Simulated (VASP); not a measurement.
# CsH (Pm-3m) in VASP: further runs, part 2 of 2

VASP 6.6.1. The steps go on from the part before.

### 4 Single point, LDA

This run uses another cell than the first one, of 28.95 Å³/atom, 1.040 times its volume.

Contents of INCAR:

```
SYSTEM = CsH
PREC = Accurate ; ENCUT = 520
EDIFF = 1E-6 ; ISMEAR = 0
SIGMA = 0.01 ; LREAL = .False.
LASPH = .True. ; NELM = 80
ALGO = Normal ; ISIF = 2
LWAVE = .False. ; LCHARG = .False.
GGA = CA ; NBANDS = 12
```

Contents of KPOINTS:

```
Automatic mesh
0
Gamma
  5 5 5
  0 0 0
```

Contents of POSCAR:

```
CsH
1.0
    3.8686569860      0.0000000000      0.0000000000
    0.0000000000      3.8686569860      0.0000000000
    0.0000000000      0.0000000000      3.8686569860
Cs H
1 1
Direct
    0.0000000000      0.0000000000      0.0000000000
    0.5000000000      0.5000000000      0.5000000000
```

Potentials or basis: VASP PAW LDA potentials, release 64 (Cs_sv, H).

Started as:

```
> cat potpaw_LDA.64/Cs_sv/POTCAR potpaw_LDA.64/H/POTCAR > POTCAR
> mpirun -np 1 vasp_std > vasp.out
```

OUTCAR:

```text
SYSTEM = CsH
   PREC = Accurate
   ENCUT = 520
   EDIFF = 1E-6
   ISMEAR = 0
   LREAL = .False.
   LASPH = .True.
   NELM = 80
   ISIF = 2
   GGA = CA

 ion  position               nearest neighbor table
   1  0.000  0.000  0.000-
   2  0.500  0.500  0.500-

  LATTYP: Found a simple cubic cell.
 ALAT       =     3.8686569860

  Lattice vectors:

 A1 = (   3.8686569860,   0.0000000000,   0.0000000000)
 A2 = (   0.0000000000,   3.8686569860,   0.0000000000)
[... 318 lines left out ...]

------------------------ aborting loop because EDIFF is reached ----------------------------------------

  FORCE on cell =-STRESS in cart. coord.  units (eV):
  Direction    XX          YY          ZZ          XY          YZ          ZX
  --------------------------------------------------------------------------------------
  -------------------------------------------------------------------------------------
  Total       -0.8011185     -0.8011185     -0.8011185     -0.0000000     -0.0000000     -0.0000000
  in kB      -22.1680089    -22.1680089    -22.1680089     -0.0000000     -0.0000000     -0.0000000
  external PRESSURE =     -22.1680089 kB  Pullay stress =       0.0000000 kB

 VOLUME and BASIS-vectors are now :
 -----------------------------------------------------------------------------
  energy-cutoff  :      520.00
  volume of cell :       57.90
      direct lattice vectors                 reciprocal lattice vectors
     3.868656986  0.000000000  0.000000000     0.258487636  0.000000000  0.000000000
     0.000000000  3.868656986  0.000000000     0.000000000  0.258487636  0.000000000
     0.000000000  0.000000000  3.868656986     0.000000000  0.000000000  0.258487636

 POSITION                                       TOTAL-FORCE (eV/Angst)
 -----------------------------------------------------------------------------------
      0.00000      0.00000      0.00000         0.000000      0.000000      0.000000
      1.93433      1.93433      1.93433         0.000000      0.000000      0.000000
 -----------------------------------------------------------------------------------
    total drift:                               -0.000000     -0.000000      0.000000

  FREE ENERGIE OF THE ION-ELECTRON SYSTEM (eV)
  ---------------------------------------------------
  free  energy   TOTEN  =        -4.8778015159 eV

  energy  without entropy=       -4.8778015159  energy(sigma->0) =       -4.87780152
```

OSZICAR:

```text
N       E                     dE             d eps       ncg     rms          rms(c)
DAV:   1     0.434688085294E+02    0.43469E+02   -0.44359E+03   240   0.712E+02
DAV:   2    -0.230181946270E+01   -0.45771E+02   -0.43919E+02   300   0.108E+02
DAV:   3    -0.554764775862E+01   -0.32458E+01   -0.32384E+01   308   0.329E+01
DAV:   4    -0.557227292661E+01   -0.24625E-01   -0.24624E-01   264   0.324E+00
DAV:   5    -0.557236082453E+01   -0.87898E-04   -0.87898E-04   312   0.212E-01    0.323E+00
DAV:   6    -0.499933692737E+01    0.57302E+00   -0.60562E-01   272   0.259E+00    0.128E+00
DAV:   7    -0.487498828525E+01    0.12435E+00   -0.49327E-01   276   0.224E+00    0.505E-01
DAV:   8    -0.488130987414E+01   -0.63216E-02   -0.44205E-02   256   0.797E-01    0.225E-01
DAV:   9    -0.487776506424E+01    0.35448E-02   -0.71886E-03   260   0.287E-01    0.369E-02
DAV:  10    -0.487780143958E+01   -0.36375E-04   -0.77114E-04   272   0.106E-01    0.179E-02
DAV:  11    -0.487780338374E+01   -0.19442E-05   -0.19325E-05   264   0.155E-02    0.649E-03
DAV:  12    -0.487780145463E+01    0.19291E-05   -0.54771E-06   296   0.810E-03    0.231E-03
DAV:  13    -0.487780151592E+01   -0.61289E-07   -0.43881E-07   136   0.260E-03
   1 F= -.48778015E+01 E0= -.48778015E+01  d E =-.296954E-14
```

stdout:

```text
POSCAR found type information on POSCAR CsH
 POSCAR found :  2 types and       2 ions
 scaLAPACK will be used
 LDA part: xc-table for (Slater(with rela. corr.)+CA(PZ))
 , standard interpolation
 POSCAR, INCAR and KPOINTS ok, starting setup
 FFT: planning ... GRIDC
 FFT: planning ... GRID_SOFT
 FFT: planning ... GRID
 WAVECAR not read
 entering main loop
```

Run time: 8 s. Hardware: 1 thread of AMD EPYC 7R13, shared host; peak memory 0.12 GiB.

Results:

```
Free energy            : -4.8778 eV
Pressure               : -2.2 GPa
Band gap on the k mesh : 2.93 eV, indirect (least direct gap 3.07 eV)
```

Caveat: spin-orbit coupling is left out, which moves the levels of the heavy elements. A k mesh can miss the band edges.

### 5 Single point, LDA

This run uses another cell than the first one, of 29.51 Å³/atom, 1.060 times its volume.

Contents of INCAR:

```
PREC = Accurate ; ENCUT = 520
EDIFF = 1E-7 ; ISMEAR = 0
SIGMA = 0.01 ; LREAL = F
LASPH = T ; NELM = 80
ALGO = Normal ; ISIF = 2
LWAVE = F ; LCHARG = F
GGA = CA ; NBANDS = 12
```

Contents of KPOINTS:

```
Automatic mesh
0
Gamma
  5 5 5
```

Contents of POSCAR:

```
CsH
1.0
    3.8932987777      0.0000000000      0.0000000000
    0.0000000000      3.8932987777      0.0000000000
    0.0000000000      0.0000000000      3.8932987777
Cs H
1 1
Direct
    0.0000000000      0.0000000000      0.0000000000
    0.5000000000      0.5000000000      0.5000000000
```

Started as:

```
> cat potpaw_LDA.64/Cs_sv/POTCAR potpaw_LDA.64/H/POTCAR > POTCAR
> mpirun -np 1 vasp_std > vasp.out
```

Wall time 10 s (1 thread of AMD EPYC 7R13, shared host); peak memory 0.12 GiB.

Results (log left out):

```
Free energy            : -4.8622 eV
Pressure               : -2.3 GPa
Band gap on the k mesh : 2.87 eV, indirect (least direct gap 3.04 eV)
```

Levels at points of the mesh, in eV from the valence-band top:
```tsv
k point	band 2	band 3	band 4	band 5	band 6	band 7	band 8	band 9
(0.00, 0.00, 0.00)	-7.67	-7.67	-7.67	-1.68	3.46	3.46	6.92	9.33
```

Caveat: spin-orbit coupling is left out, which moves the levels of the heavy elements.

### 6 Summary

```csv
cell,gap on the mesh (eV),pressure (GPa)
"a = 3.818 Å, 2 atoms",3.04,-1.9
"a = 3.844 Å, 2 atoms",2.98,-2.1
"a = 3.869 Å, 2 atoms",2.93,-2.2
"a = 3.893 Å, 2 atoms",2.87,-2.3
```

Alike in all rows: task single point; level LDA; potentials or basis VASP PAW LDA potentials, release 64 (Cs_sv, H); no spin polarisation; k mesh 5 × 5 × 5; cutoff (eV) 520; smearing gaussian 0.01 eV.

Caveats: spin-orbit coupling is left out, which moves the levels of the heavy elements.

Absolute energies hang on the potentials; compare differences alone.
